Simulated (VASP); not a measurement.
A run of VASP 6.6.1:

The input INCAR:

```
ALGO = Normal
DIPOL = 0.5 0.5 0.278
EDIFF = 1E-6
ENCUT = 400
GGA = PE
GGA_COMPAT = False
IDIPOL = 3
ISIF = 2
ISMEAR = 0
IVDW = 12
LASPH = True
LCHARG = False
LDIPOL = True
LREAL = False
LWAVE = False
NBANDS = 62
NELM = 120
NELMDL = -8
PREC = Accurate
SIGMA = 0.05
```

KPOINTS

```
k-points
0
Gamma
  6 6 1
```

The input POSCAR:

```
Zr2HS4
1.0
    7.2976778227      0.0000000000      0.0000000000
   -3.6488389114      6.3199743831      0.0000000000
    0.0000000000      0.0000000000     20.9171506047
S Zr H
8 4 2
Direct
    0.3333333333      0.1666666667      0.1912306354
    0.3333333333      0.6666666667      0.1912306354
    0.8333333333      0.1666666667      0.1912306354
    0.8333333333      0.6666666667      0.1912306354
    0.1666666667      0.3333333333      0.3306927762
    0.1666666667      0.8333333333      0.3306927762
    0.6666666667      0.3333333333      0.3306927762
    0.6666666667      0.8333333333      0.3306927762
    0.0000000000      0.0000000000      0.2609617058
    0.0000000000      0.5000000000      0.2609617058
    0.5000000000      0.0000000000      0.2609617058
    0.5000000000      0.5000000000      0.2609617058
    0.3803136712      0.7606273424      0.3828031244
    0.4530196621      0.9060393242      0.3828031244
```

Potentials or basis: VASP PAW PBE potentials, release 64 (S, Zr_sv, H).

The run is started by

```console
$ cat potpaw_PBE.64/S/POTCAR potpaw_PBE.64/Zr_sv/POTCAR potpaw_PBE.64/H/POTCAR > POTCAR
$ mpirun -np 1 vasp_std > vasp.out
```

Hardware: 1 thread of Intel(R) Xeon(R) Platinum 8488C (Sapphire Rapids), on a shared host.

Problem. How long does it take, and how much memory?

Solution. It took 18 min on 1 thread of Intel(R) Xeon(R) Platinum 8488C (Sapphire Rapids) (shared host), peak memory 0.89 GiB. Counts: scf iterations 30, k points 13.
